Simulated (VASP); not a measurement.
# K (Im-3m) in VASP: notebook

The runs below take K through single point, relaxation of cell and atoms, with PBEsol.

Program: VASP 6.6.1. These are calculated values, not measurements. Logs are shortened: lines on timing, memory, paths and dates and some standing lists are left out, and cuts for length are marked.

**1. The cell of the first run**

Symmetry: Im-3m, No. 229, cubic system. The conventional cell has a = 5.225 Å, b = 5.225 Å, c = 5.225 Å, α = 90.00°, β = 90.00°, γ = 90.00°.

**2. Single point, PBEsol**

The input, INCAR:

```
SYSTEM = K
PREC = Accurate
ENCUT = 520
EDIFF = 1E-6
ISMEAR = -1
SIGMA = 0.1
LREAL = .False.
LASPH = .True.
NELM = 60
ALGO = Normal
ISIF = 2
LWAVE = .False.
LCHARG = .False.
GGA = PS
NBANDS = 10
```

The input, KPOINTS:

```
regular mesh
0
Gamma
  11 11 11
  0 0 0
```

The input, POSCAR:

```
K
1.0
   -2.6125000000      2.6125000000      2.6125000000
    2.6125000000     -2.6125000000      2.6125000000
    2.6125000000      2.6125000000     -2.6125000000
K
1
Direct
    0.0000000000      0.0000000000      0.0000000000
```

Potentials or basis: VASP PAW PBE potentials, release 64 (K_sv).

Launch:

```console
cat potpaw_PBE.64/K_sv/POTCAR > POTCAR
mpirun -np 1 vasp_std > vasp.out
```

OUTCAR:

```text
SYSTEM = K
   PREC = Accurate
   ENCUT = 520
   EDIFF = 1E-6
   ISMEAR = -1
   LREAL = .False.
   LASPH = .True.
   NELM = 60
   ISIF = 2
   GGA = PS

 ion  position               nearest neighbor table
   1  0.000  0.000  0.000-

  LATTYP: Found a body centered cubic cell.
 ALAT       =     5.2250000000

  Lattice vectors:

 A1 = (  -2.6125000000,   2.6125000000,   2.6125000000)
 A2 = (   2.6125000000,  -2.6125000000,   2.6125000000)
 A3 = (   2.6125000000,   2.6125000000,  -2.6125000000)

Analysis of symmetry for initial positions (statically):
=====================================================================
 Subroutine PRICEL returns:
 Original cell was already a primitive cell.

 Routine SETGRP: Setting up the symmetry group for a
 body centered cubic supercell.

 Subroutine GETGRP returns: Found 48 space group operations
 (whereof 48 operations were pure point group operations)
 out of a pool of 48 trial point group operations.

The static configuration has the point symmetry O_h .

Analysis of symmetry for dynamics (positions and initial velocities):
=====================================================================
 Subroutine PRICEL returns:
 Original cell was already a primitive cell.

 Routine SETGRP: Setting up the symmetry group for a
 body centered cubic supercell.

 Subroutine GETGRP returns: Found 48 space group operations
 (whereof 48 operations were pure point group operations)
 out of a pool of 48 trial point group operations.

The dynamic configuration has the point symmetry O_h .

 Subroutine INISYM returns: Found 48 space group operations
 (whereof 48 operations are pure point group operations),
 and found     1 'primitive' translations

----------------------------------------------------------------------------------------

                                     Primitive cell

  volume of cell :      71.3229

  direct lattice vectors                    reciprocal lattice vectors
    -2.612500000  2.612500000  2.612500000     0.000000000  0.191387560  0.191387560
     2.612500000 -2.612500000  2.612500000     0.191387560  0.000000000  0.191387560
     2.612500000  2.612500000 -2.612500000     0.191387560  0.191387560  0.000000000

  length of vectors
     4.524982735  4.524982735  4.524982735     0.270662883  0.270662883  0.270662883

  position of ions in fractional coordinates (direct lattice)
     0.000000000  0.000000000  0.000000000

  ion indices of the primitive-cell ions
   primitive index   ion index
                 1           1

----------------------------------------------------------------------------------------

 KPOINTS: regular mesh

Automatic generation of k-mesh.
 Grid dimensions read from file:
 generate k-points for:   11   11   11

 Generating k-lattice:

  Cartesian coordinates                     Fractional coordinates (reciprocal lattice)
     0.000000000  0.017398869  0.017398869     0.090909091  0.000000000  0.000000000
     0.017398869  0.000000000  0.017398869     0.000000000  0.090909091  0.000000000
     0.017398869  0.017398869  0.000000000     0.000000000  0.000000000  0.090909091

  Length of vectors
     0.024605717  0.024605717  0.024605717

  Shift w.r.t. Gamma in fractional coordinates (k-lattice)
     0.000000000  0.000000000  0.000000000

 Subroutine IBZKPT returns following result:
 ===========================================

 Found     56 irreducible k-points:

 Following reciprocal coordinates:
            Coordinates               Weight
  0.000000  0.000000  0.000000      1.000000
  0.090909  0.000000  0.000000     12.000000
  0.181818  0.000000  0.000000     12.000000
  0.272727  0.000000  0.000000     12.000000
  0.363636  0.000000  0.000000     12.000000
  0.454545  0.000000  0.000000     12.000000
[... 16 lines left out ...]
  0.272727  0.181818  0.090909     48.000000
  0.363636  0.181818  0.090909     24.000000
 [... further k-points ...]
   k-points           NKPTS =     56   k-points in BZ     NKDIM =     56   number of bands    NBANDS=     10
   number of dos      NEDOS =    301   number of ions     NIONS =      1
   total plane-waves  NPLWV =  46656
   dimension x,y,z NGX =    36 NGY =   36 NGZ =   36
   dimension x,y,z NGXF=    72 NGYF=   72 NGZF=   72
   ions per type =               1
   NGX,Y,Z   is equivalent  to a cutoff of  13.23, 13.23, 13.23 a.u.
   NGXF,Y,Z  is equivalent  to a cutoff of  26.45, 26.45, 26.45 a.u.
 SYSTEM =  K
   PREC   = accura    normal or accurate (medium, high low for compatibility)
   ISTART =      0    job   : 0-new  1-cont  2-samecut
   ICHARG =      2    charge: 1-file 2-atom 10-const
   ISPIN  =      1    spin polarized calculation?
   LNONCOLLINEAR =      F non collinear calculations
   LSORBIT =      F    spin-orbit coupling
   LASPH  =      T    aspherical Exc in radial PAW
   ENCUT  =  520.0 eV  38.22 Ry    6.18 a.u.   8.41  8.41  8.41*2*pi/ulx,y,z
   NELM   =     60;   NELMIN=  2; NELMDL= -5     # of ELM steps
   EDIFF  = 0.1E-05   stopping-criterion for ELM
   LREAL  =      F    real-space projection
   EDIFFG = 0.1E-04   stopping-criterion for IOM
   NSW    =      0    number of steps for IOM
   IBRION =     -1    ionic relax: 0-MD 1-quasi-New 2-CG
   NFREE  =      0    steps in history (QN), initial steepest desc. (CG)
   ISIF   =      2    stress and relaxation
   ISYM   =      2    0-nonsym 1-usesym 2-fastsym
   POTIM  = 0.5000    time-step for ionic-motion
   TEBEG  =    0.0;   TEEND  =   0.0 temperature during run
   PSTRESS=    0.0 pullay stress
   NELECT =       9.0000    total number of electrons
   NUPDOWN=      -1.0000    fix difference up-down
   EMIN   =  10.00;   EMAX   =-10.00  energy-range for DOS
   EFERMI =   0.00;   METHOD = LEGACY
   ISMEAR =    -1;   SIGMA  =   0.10  broadening in eV -4-tet -1-fermi 0-gaus
   EFERMI_NEDOS =   21; number of points for ismear=-14 and -15
   IALGO  =     38    algorithm
   IMIX   =      4    mixing-type and parameters
     AMIX     =   0.40;   BMIX     =  1.00
     AMIX_MAG =   1.60;   BMIX_MAG =  1.00
  volume/ion in A,a.u.               =      71.32       481.31
  Fermi-wavevector in a.u.,A,eV,Ry     =   0.821131  1.551714  9.173822  0.674257
  Thomas-Fermi vector in A             =   1.932236
   LORBIT       =      0    0 simple, 1 ext, 2 COOP (PROOUT), +10 PAW based schemes
   GGA     = PS    functional components
   LHFCALC =     F    Hartree Fock is set to
   AEXX    =    0.0000 exact exchange contribution
   IVDW    =     0    specifies the selected vdW correction
   LEPSILON=     F    determine dielectric tensor
   LRPA    =     F    only Hartree local field effects (RPA)
 non-spin polarized calculation
  energy-cutoff  :      520.00
  volume of cell :       71.32
 maximum number of plane-waves:      1961
 NGX is ok and might be reduce to    36
   NGX = 17   NGY = 17   NGZ = 17

 number of electron       9.0000000 magnetization

 Free energy of the ion-electron system (eV)
  ---------------------------------------------------
  ext. energy  EPLUGINS =         0.00000000
  ---------------------------------------------------
  free energy    TOTEN  =        -1.14646878 eV

  energy without entropy =       -1.12219480  energy(sigma->0) =       -1.13433179

 E-fermi :  -0.0909     XC(G=0):  -5.7733

 val. band max:       -0.1154574122   @ k =  -0.3636   0.4545   0.0909
 cond. band min:      -0.0194095841   @ k =   0.1818   0.1818   0.1818
 fundamental gap:      0.0960478282
 Fermi energy:        -0.0909238132

 k-point     1 :       0.0000    0.0000    0.0000
  band No.  band energies     occupation
      1     -32.0742      2.00000
      2     -15.5818      2.00000
      3     -15.5818      2.00000
      4     -15.5818      2.00000
      5      -2.3031      2.00000
      6       4.2252      0.00000
      7       4.2252      0.00000
      8       4.2252      0.00000
      9       5.1651      0.00000
     10       5.1651      0.00000

 k-point     2 :       0.0909    0.0000    0.0000
  band No.  band energies     occupation
      1     -32.0738      2.00000
      2     -15.5879      2.00000
      3     -15.5838      2.00000
      4     -15.5817      2.00000
      5      -2.1977      2.00000
      6       4.0649      0.00000
      7       4.0892      0.00000
      8       4.3104      0.00000
      9       4.9851      0.00000
     10       5.1381      0.00000

 k-point     3 :       0.1818    0.0000    0.0000
  band No.  band energies     occupation
      1     -32.0727      2.00000
      2     -15.6044      2.00000
      3     -15.5893      2.00000
      4     -15.5817      2.00000
      5      -1.8873      2.00000
      6       3.4639      0.00000
      7       3.7834      0.00000
      8       4.5629      0.00000
      9       4.9193      0.00000
     10       5.1030      0.00000

 k-point     4 :       0.2727    0.0000    0.0000
  band No.  band energies     occupation
      1     -32.0714      2.00000
      2     -15.6258      2.00000
      3     -15.5964      2.00000
      4     -15.5817      2.00000
      5      -1.3894      2.00000
      6       2.6444      0.00000
      7       3.4637      0.00000
      8       4.9740      0.00000
      9       4.9998      0.00000
     10       5.1385      0.00000
[... 222 lines left out ...]
 k-point    22 :       0.1818    0.1818    0.0909
  band No.  band energies     occupation
      1     -32.0701      2.00000
      2     -15.6406      2.00000
      3     -15.6006      2.00000
      4     -15.5913      2.00000
      5      -0.6339      1.99127
      6       2.2148      0.00000
      7       2.5042      0.00000
      8       4.6709      0.00000
      9       5.3192      0.00000
     10       5.5746      0.00000

 k-point    23 :       0.2727    0.1818    0.0909
  band No.  band energies     occupation
      1     -32.0694      2.00000
      2     -15.6441      2.00000
      3     -15.6108      2.00000
      4     -15.5930      2.00000
      5       0.0611      0.35879
      6       1.5889      0.00000
      7       2.2533      0.00000
      8       4.2805      0.00000
      9       5.4586      0.00000
     10       5.7119      0.00000

 k-point    24 :       0.3636    0.1818    0.0909
  band No.  band energies     occupation
      1     -32.0691      2.00000
      2     -15.6442      2.00000
      3     -15.6160      2.00000
      4     -15.5934      2.00000
      5       0.8239      0.00021
      6       0.8399      0.00018
      7       2.1810      0.00000
      8       4.1089      0.00000
      9       5.5652      0.00000
     10       5.7187      0.00000

 [... further k-points ...]

------------------------ aborting loop because EDIFF is reached ----------------------------------------

  FORCE on cell =-STRESS in cart. coord.  units (eV):
  Direction    XX          YY          ZZ          XY          YZ          ZX
  --------------------------------------------------------------------------------------
  -------------------------------------------------------------------------------------
  Total       -0.0106760     -0.0106760     -0.0106760     -0.0000000     -0.0000000      0.0000000
  in kB       -0.2398234     -0.2398234     -0.2398234     -0.0000000     -0.0000000      0.0000000
  external PRESSURE =      -0.2398234 kB  Pullay stress =       0.0000000 kB

 VOLUME and BASIS-vectors are now :
 -----------------------------------------------------------------------------
  energy-cutoff  :      520.00
  volume of cell :       71.32
      direct lattice vectors                 reciprocal lattice vectors
    -2.612500000  2.612500000  2.612500000     0.000000000  0.191387560  0.191387560
     2.612500000 -2.612500000  2.612500000     0.191387560  0.000000000  0.191387560
     2.612500000  2.612500000 -2.612500000     0.191387560  0.191387560  0.000000000

 POSITION                                       TOTAL-FORCE (eV/Angst)
 -----------------------------------------------------------------------------------
      0.00000      0.00000      0.00000        -0.000000      0.000000      0.000000
 -----------------------------------------------------------------------------------
    total drift:                               -0.000000     -0.000000      0.000000

  FREE ENERGIE OF THE ION-ELECTRON SYSTEM (eV)
  ---------------------------------------------------
  free  energy   TOTEN  =        -1.1464687829 eV

  energy  without entropy=       -1.1221947966  energy(sigma->0) =       -1.13433179
```

It took 43 s on 1 thread of AMD EPYC 7R13, shared host; peak memory 0.18 GiB.

What came out:

```
Free energy            : -1.1465 eV
Pressure               : 0.0 GPa
Band gap on the k mesh : zero (an odd number of electrons rules out a gap without spin polarisation)
```

Caveat: the PAW data sets were made with another functional, which shifts forces and pressure a little.

**3. Relaxation of cell and atoms, PBEsol**

The input, INCAR:

```
SYSTEM = K
PREC     = Accurate       ! precision mode
ENCUT    = 600            ! plane-wave cutoff, eV
EDIFF    = 1E-6           ! SCF threshold, eV
ISMEAR   = -1             ! smearing method
SIGMA    = 0.1            ! smearing width, eV
LREAL    = .FALSE.        ! projectors in reciprocal space
LASPH    = .TRUE.         ! aspherical terms in the spheres
NELM     = 80             ! most SCF steps
ALGO     = Normal         ! electronic algorithm
ISIF     = 3              ! what is computed and relaxed
LWAVE    = .FALSE.        ! write WAVECAR
LCHARG   = .FALSE.        ! write CHGCAR
GGA      = PS             ! functional
IBRION   = 2              ! ionic algorithm
NSW      = 80             ! ionic steps
EDIFFG   = -0.02          ! ionic threshold
```

The input, KPOINTS:

```
regular mesh
0
G
  11 11 11
  0 0 0
```

POSCAR is that of step 2.

Potentials or basis: VASP PAW PBE potentials, release 64 (K_sv).

Launch:

```console
cat potpaw_PBE.64/K_sv/POTCAR > POTCAR
mpirun -np 1 vasp_std > vasp.out
```

It took 40 s on 1 thread of AMD EPYC 7R13, shared host; peak memory 0.19 GiB.

The run converged. Its results:

```yaml
Free_energy: -1.1465 eV
Pressure_after_relaxing: 0.0 GPa
Band_gap_on_the_k_mesh: zero (an odd number of electrons rules out a gap without spin polarisation)
```

Final structure:
```
K
1.0
    -2.61250    2.61250    2.61250
     2.61250   -2.61250    2.61250
     2.61250    2.61250   -2.61250
K
1
Direct
  0.00000 0.00000 0.00000
```

Levels at points of the mesh, in eV from the Fermi level:
| k point | band 1 | band 2 | band 3 | band 4 | band 5 | band 6 | band 7 | band 8 |
| --- | --- | --- | --- | --- | --- | --- | --- | --- |
| (0.00, 0.00, 0.00) | -31.98 | -15.49 | -15.49 | -15.49 | -2.21 | 4.32 | 4.32 | 4.32 |

Caveat: the relaxation stopped at its first step, so nothing moved; the PAW data sets were made with another functional, which shifts forces and pressure a little.
